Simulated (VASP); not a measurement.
# InP (P6_3/mmc) in VASP: relaxation of cell and atoms with PBE

Aim: the relaxation of cell and atoms of InP with PBE.

Everything below comes from runs of VASP 6.6.1. Logs are shortened: lines on timing, memory, paths and dates and some standing lists are left out, and cuts for length are marked.

**1. The cell of the first run**

Symmetry: P6_3/mmc, No. 194, hexagonal system. Conventional cell: a = 3.918 Å, b = 3.918 Å, c = 6.392 Å, α = 90.00°, β = 90.00°, γ = 120.00°. In (site symmetry -6m2) has 6 P at 2.77 Å within 3.7 Å. P (site symmetry -3m) has 6 In at 2.77 Å and 2 P at 3.20 Å within 3.7 Å.

**2. Relaxation of cell and atoms, PBE**

INCAR

```
  PREC = Accurate
  ENCUT = 600
  EDIFF = 1E-6
  ISMEAR = 0
  SIGMA = 0.1
  LREAL = False
  LASPH = True
  NELM = 80
  ALGO = Normal
  ISIF = 3
  LWAVE = False
  LCHARG = False
  GGA = PE
  IBRION = 2
  NSW = 65
  EDIFFG = -0.01
```

KPOINTS

```
regular mesh
0
Gamma
  12 12 6
```

POSCAR

```
InP
1.0
    3.9175818557      0.0000000000      0.0000000000
   -1.9587909278      3.3927254084      0.0000000000
    0.0000000000      0.0000000000      6.3917909799
In P
2 2
Direct
    0.0000000000      0.0000000000      0.0000000000
    0.3333333333      0.6666666667      0.5000000000
    0.6666666667      0.3333333333      0.2500000000
    0.6666666667      0.3333333333      0.7500000000
```

Potentials or basis: VASP PAW PBE potentials, release 64 (In_d, P).

Run with:

```sh
cat potpaw_PBE.64/In_d/POTCAR potpaw_PBE.64/P/POTCAR > POTCAR
mpirun -np 1 vasp_std > vasp.out
```

OUTCAR:

```text
PREC = Accurate
   ENCUT = 600
   EDIFF = 1E-6
   ISMEAR = 0
   LREAL = False
   LASPH = True
   NELM = 80
   ISIF = 3
   GGA = PE
   IBRION = 2
   NSW = 65
   EDIFFG = -0.01

 ion  position               nearest neighbor table
   1  0.000  0.000  0.000-   3 2.77   4 2.77   3 2.77   4 2.77   3 2.77   4 2.77   2 3.92   2 3.92
                             2 3.92   2 3.92   2 3.92   2 3.92
   2  0.333  0.667  0.500-   3 2.77   4 2.77   3 2.77   4 2.77   3 2.77   4 2.77   1 3.92   1 3.92
                             1 3.92   1 3.92   1 3.92   1 3.92
   3  0.667  0.333  0.250-   2 2.77   1 2.77   2 2.77   1 2.77   1 2.77   2 2.77
   4  0.667  0.333  0.750-   2 2.77   1 2.77   2 2.77   1 2.77   1 2.77   2 2.77

  LATTYP: Found a hexagonal cell.
 ALAT       =     3.9175818557
 C/A-ratio  =     1.6315653930

  Lattice vectors:

 A1 = (   3.9175818557,   0.0000000000,   0.0000000000)
 A2 = (  -1.9587909278,   3.3927254084,   0.0000000000)
 A3 = (   0.0000000000,   0.0000000000,   6.3917909799)

Analysis of symmetry for initial positions (statically):
=====================================================================
 Subroutine PRICEL returns:
 Original cell was already a primitive cell.

 Routine SETGRP: Setting up the symmetry group for a
 hexagonal supercell.

 Subroutine GETGRP returns: Found 24 space group operations
 (whereof 12 operations were pure point group operations)
 out of a pool of 24 trial point group operations.

The static configuration has the point symmetry D_3h.
 The point group associated with its full space group is D_6h.

Analysis of symmetry for dynamics (positions and initial velocities):
=====================================================================
 Subroutine PRICEL returns:
 Original cell was already a primitive cell.

 Routine SETGRP: Setting up the symmetry group for a
 hexagonal supercell.

 Subroutine GETGRP returns: Found 24 space group operations
 (whereof 12 operations were pure point group operations)
 out of a pool of 24 trial point group operations.

The dynamic configuration has the point symmetry D_3h.
 The point group associated with its full space group is D_6h.

 Subroutine INISYM returns: Found 24 space group operations
 (whereof 12 operations are pure point group operations),
 and found     1 'primitive' translations

----------------------------------------------------------------------------------------

                                     Primitive cell

  volume of cell :      84.9551

  direct lattice vectors                    reciprocal lattice vectors
     3.917581856  0.000000000  0.000000000     0.255259504  0.147374143  0.000000000
    -1.958790928  3.392725408  0.000000000     0.000000000  0.294748286  0.000000000
     0.000000000  0.000000000  6.391790980     0.000000000  0.000000000  0.156450673

  length of vectors
     3.917581856  3.917581856  6.391790980     0.294748286  0.294748286  0.156450673

  position of ions in fractional coordinates (direct lattice)
     0.000000000  0.000000000  0.000000000
     0.333333333  0.666666667  0.500000000
     0.666666667  0.333333333  0.250000000
     0.666666667  0.333333333  0.750000000

  ion indices of the primitive-cell ions
   primitive index   ion index
                 1           1
                 2           2
                 3           3
                 4           4

----------------------------------------------------------------------------------------

 KPOINTS: regular mesh

Automatic generation of k-mesh.
 Grid dimensions read from file:
 generate k-points for:   12   12    6

 Generating k-lattice:

  Cartesian coordinates                     Fractional coordinates (reciprocal lattice)
     0.021271625  0.012281179  0.000000000     0.083333333  0.000000000  0.000000000
     0.000000000  0.024562357  0.000000000     0.000000000  0.083333333  0.000000000
     0.000000000  0.000000000  0.026075112     0.000000000  0.000000000  0.166666667

  Length of vectors
     0.024562357  0.024562357  0.026075112

  Shift w.r.t. Gamma in fractional coordinates (k-lattice)
     0.000000000  0.000000000  0.000000000

 Subroutine IBZKPT returns following result:
 ===========================================

 Found     76 irreducible k-points:

 Following reciprocal coordinates:
            Coordinates               Weight
  0.000000  0.000000  0.000000      1.000000
  0.083333  0.000000  0.000000      6.000000
  0.166667  0.000000  0.000000      6.000000
  0.250000  0.000000  0.000000      6.000000
  0.333333  0.000000  0.000000      6.000000
  0.416667  0.000000  0.000000      6.000000
[... 16 lines left out ...]
  0.250000  0.000000  0.166667     12.000000
  0.333333  0.000000  0.166667     12.000000
 [... further k-points ...]
   k-points           NKPTS =     76   k-points in BZ     NKDIM =     76   number of bands    NBANDS=     22
   number of dos      NEDOS =    301   number of ions     NIONS =      4
   total plane-waves  NPLWV =  55296
   dimension x,y,z NGX =    32 NGY =   32 NGZ =   54
   dimension x,y,z NGXF=    64 NGYF=   64 NGZF=  108
   ions per type =               2   2
   NGX,Y,Z   is equivalent  to a cutoff of  13.58, 13.58, 14.05 a.u.
   NGXF,Y,Z  is equivalent  to a cutoff of  27.16, 27.16, 28.09 a.u.
 SYSTEM =  unknown system
   PREC   = accura    normal or accurate (medium, high low for compatibility)
   ISTART =      0    job   : 0-new  1-cont  2-samecut
   ICHARG =      2    charge: 1-file 2-atom 10-const
   ISPIN  =      1    spin polarized calculation?
   LNONCOLLINEAR =      F non collinear calculations
   LSORBIT =      F    spin-orbit coupling
   LASPH  =      T    aspherical Exc in radial PAW
   ENCUT  =  600.0 eV  44.10 Ry    6.64 a.u.   7.82  7.82 12.77*2*pi/ulx,y,z
   NELM   =     80;   NELMIN=  2; NELMDL= -5     # of ELM steps
   EDIFF  = 0.1E-05   stopping-criterion for ELM
   LREAL  =      F    real-space projection
   EDIFFG = -.1E-01   stopping-criterion for IOM
   NSW    =     65    number of steps for IOM
   IBRION =      2    ionic relax: 0-MD 1-quasi-New 2-CG
   NFREE  =      1    steps in history (QN), initial steepest desc. (CG)
   ISIF   =      3    stress and relaxation
   ISYM   =      2    0-nonsym 1-usesym 2-fastsym
   POTIM  = 0.5000    time-step for ionic-motion
   TEBEG  =    0.0;   TEEND  =   0.0 temperature during run
   PSTRESS=    0.0 pullay stress
   NELECT =      36.0000    total number of electrons
   NUPDOWN=      -1.0000    fix difference up-down
   EMIN   =  10.00;   EMAX   =-10.00  energy-range for DOS
   EFERMI =   0.00;   METHOD = LEGACY
   ISMEAR =     0;   SIGMA  =   0.10  broadening in eV -4-tet -1-fermi 0-gaus
   EFERMI_NEDOS =   21; number of points for ismear=-14 and -15
   IALGO  =     38    algorithm
   IMIX   =      4    mixing-type and parameters
     AMIX     =   0.40;   BMIX     =  1.00
     AMIX_MAG =   1.60;   BMIX_MAG =  1.00
  volume/ion in A,a.u.               =      21.24       143.33
  Fermi-wavevector in a.u.,A,eV,Ry     =   1.229643  2.323689 20.572323  1.512023
  Thomas-Fermi vector in A             =   2.364523
   LORBIT       =      0    0 simple, 1 ext, 2 COOP (PROOUT), +10 PAW based schemes
   GGA     = PE    functional components
   LHFCALC =     F    Hartree Fock is set to
   AEXX    =    0.0000 exact exchange contribution
   IVDW    =     0    specifies the selected vdW correction
   LEPSILON=     F    determine dielectric tensor
   LRPA    =     F    only Hartree local field effects (RPA)
 conjugate gradient relaxation of ions
 non-spin polarized calculation
 Gauss-broadening in eV      SIGMA  =   0.10
  energy-cutoff  :      600.00
  volume of cell :       84.96
 maximum number of plane-waves:      2864
 NGX is ok and might be reduce to    32
   NGX = 15   NGY = 15   NGZ = 25

--------------------------------------- Ionic step        1  -------------------------------------------

 number of electron      36.0000009 magnetization

 Free energy of the ion-electron system (eV)
  ---------------------------------------------------
  ext. energy  EPLUGINS =         0.00000000
  ---------------------------------------------------
  free energy    TOTEN  =       -15.40375960 eV

  energy without entropy =      -15.39651025  energy(sigma->0) =      -15.40013492

------------------------ aborting loop because EDIFF is reached ----------------------------------------

  FORCE on cell =-STRESS in cart. coord.  units (eV):
  Direction    XX          YY          ZZ          XY          YZ          ZX
  --------------------------------------------------------------------------------------
  -------------------------------------------------------------------------------------
  Total        1.4096199      1.4096199      1.1905370      0.0000000      0.0000000     -0.0000000
  in kB       26.5841793     26.5841793     22.4524705      0.0000000      0.0000000     -0.0000000
  external PRESSURE =      25.2069430 kB  Pullay stress =       0.0000000 kB

 VOLUME and BASIS-vectors are now :
 -----------------------------------------------------------------------------
  energy-cutoff  :      600.00
  volume of cell :       84.96
      direct lattice vectors                 reciprocal lattice vectors
     3.917581856  0.000000000  0.000000000     0.255259504  0.147374143  0.000000000
    -1.958790928  3.392725408  0.000000000     0.000000000  0.294748286  0.000000000
     0.000000000  0.000000000  6.391790980     0.000000000  0.000000000  0.156450673
[... 153 lines left out ...]
 POSITION                                       TOTAL-FORCE (eV/Angst)
 -----------------------------------------------------------------------------------
     -0.00000      0.00000      0.00000        -0.000000      0.000000     -0.000000
     -0.00000      2.29613      3.21942         0.000000     -0.000000     -0.000000
      1.98851      1.14807      1.60971        -0.000000     -0.000000      0.000000
      1.98851      1.14807      4.82913         0.000000      0.000000      0.000000
 -----------------------------------------------------------------------------------
    total drift:                                0.000000     -0.000000     -0.000000

  FREE ENERGIE OF THE ION-ELECTRON SYSTEM (eV)
  ---------------------------------------------------
  free  energy   TOTEN  =       -15.4290280983 eV

  energy  without entropy=      -15.4217037086  energy(sigma->0) =      -15.42536590

--------------------------------------- Ionic step        6  -------------------------------------------

 number of electron      36.0000004 magnetization

 Free energy of the ion-electron system (eV)
  ---------------------------------------------------
  ext. energy  EPLUGINS =         0.00000000
  ---------------------------------------------------
  free energy    TOTEN  =       -15.42972384 eV

  energy without entropy =      -15.42263079  energy(sigma->0) =      -15.42617731

 E-fermi :   6.9548     XC(G=0): -10.1869

 val. band max:        6.9514231995   @ k =   0.4167   0.1667   0.3333
 cond. band min:       6.9729456181   @ k =   0.1667   0.0833   0.1667
 fundamental gap:      0.0215224186
 Fermi energy:         6.9547592218

 k-point     1 :       0.0000    0.0000    0.0000
  band No.  band energies     occupation
      1      -7.4907      2.00000
      2      -7.4907      2.00000
      3      -7.4639      2.00000
      4      -7.4639      2.00000
      5      -7.4594      2.00000
      6      -7.4594      2.00000
[... 14 lines left out ...]
     21       9.9100      0.00000
     22      10.2155      0.00000
[... 552 lines left out ...]
  band No.  band energies     occupation
      1      -7.5926      2.00000
      2      -7.5710      2.00000
      3      -7.4957      2.00000
      4      -7.4893      2.00000
      5      -7.4670      2.00000
      6      -7.4192      2.00000
[... 14 lines left out ...]
     21       9.7479      0.00000
     22      10.6474      0.00000

 [... further k-points ...]

------------------------ aborting loop because EDIFF is reached ----------------------------------------

  FORCE on cell =-STRESS in cart. coord.  units (eV):
  Direction    XX          YY          ZZ          XY          YZ          ZX
  --------------------------------------------------------------------------------------
  -------------------------------------------------------------------------------------
  Total       -0.0155629     -0.0155629     -0.0390672     -0.0000000      0.0000000      0.0000000
  in kB       -0.2824481     -0.2824481     -0.7090241     -0.0000000      0.0000000      0.0000000
  external PRESSURE =      -0.4246401 kB  Pullay stress =       0.0000000 kB

 VOLUME and BASIS-vectors are now :
 -----------------------------------------------------------------------------
  energy-cutoff  :      600.00
  volume of cell :       88.28
      direct lattice vectors                 reciprocal lattice vectors
     3.987869532  0.000000000 -0.000000000     0.250760460  0.144776619  0.000000000
    -1.993934766  3.453596321  0.000000000    -0.000000000  0.289553239 -0.000000000
    -0.000000000 -0.000000000  6.409872827     0.000000000 -0.000000000  0.156009335

 POSITION                                       TOTAL-FORCE (eV/Angst)
 -----------------------------------------------------------------------------------
     -0.00000      0.00000      0.00000        -0.000000      0.000000      0.000000
     -0.00000      2.30240      3.20494         0.000000     -0.000000      0.000000
      1.99393      1.15120      1.60247        -0.000000     -0.000000      0.000000
      1.99393      1.15120      4.80740        -0.000000     -0.000000     -0.000000
 -----------------------------------------------------------------------------------
    total drift:                               -0.000000      0.000000     -0.000000

  FREE ENERGIE OF THE ION-ELECTRON SYSTEM (eV)
  ---------------------------------------------------
  free  energy   TOTEN  =       -15.4297238364 eV

  energy  without entropy=      -15.4226307881  energy(sigma->0) =      -15.42617731

 reached required accuracy - stopping structural energy minimisation
```

Wall time 16 min (1 thread of Intel Xeon 8259CL, shared host); peak memory 0.34 GiB.

Results:

```yaml
Free_energy: -15.4297 eV
Relaxed_volume: 22.07 Å³/atom
Relaxed_cell: a = 3.988 Å, b = 3.988 Å, c = 6.410 Å, α = 90.00°, β = 90.00°, γ = 120.00°
Space_group_after_relaxing_to_0.1_Å: P6_3/mmc (No. 194)
Energy_gained_by_relaxing: 6.5 meV/atom
Ionic_steps: 6
Pressure_after_relaxing: 0.0 GPa
Band_gap_on_the_k_mesh: zero (bands 18 and 19 overlap by 1.64 eV)
```

The path:
| step | energy change (eV) | largest force (eV/Å) | pressure (GPa) | volume (Å³) |
| --- | --- | --- | --- | --- |
| 1 | 0.0000 | 0.0000 | 2.52 | 84.96 |
| 2 | -0.0213 | 0.0000 | -0.79 | 89.13 |
| 3 | -0.0239 | 0.0000 | 0.00 | 88.07 |
| 4 | -0.0238 | 0.0000 | -0.07 | 88.13 |
| 5 | -0.0253 | 0.0000 | -0.06 | 88.20 |
| 6 | -0.0260 | 0.0000 | -0.04 | 88.28 |

Final structure:
```
In P
1.0
     3.98787    0.00000    0.00000
    -1.99393    3.45360    0.00000
     0.00000    0.00000    6.40987
In P
2 2
Cartesian
  0.0000 0.0000 0.0000
  0.0000 2.3024 3.2049
  1.9939 1.1512 1.6025
  1.9939 1.1512 4.8074
```

Levels at points of the mesh, in eV from the Fermi level:
```
           k point  band 14  band 15  band 16  band 17  band 18  band 19  band 20  band 21  band 22
(0.00, 0.00, 0.00)    -1.09    -1.09    -0.75     0.24     0.24     0.47     2.96     2.96     3.26
(0.50, 0.00, 0.00)    -4.69    -3.66    -3.21    -2.67    -0.21     1.30     1.65     2.86     2.97
(0.00, 0.00, 0.50)    -3.99    -0.57    -0.57    -0.57    -0.57     1.02     1.02     4.46     4.46
(0.50, 0.00, 0.50)    -6.01    -2.11    -2.11    -1.78    -1.78     0.07     0.07     3.24     3.24
```

Caveat: spin-orbit coupling is left out, which moves the levels of the heavy elements.

The gap in the log of VASP goes by the Fermi energy; the results here count the filled bands.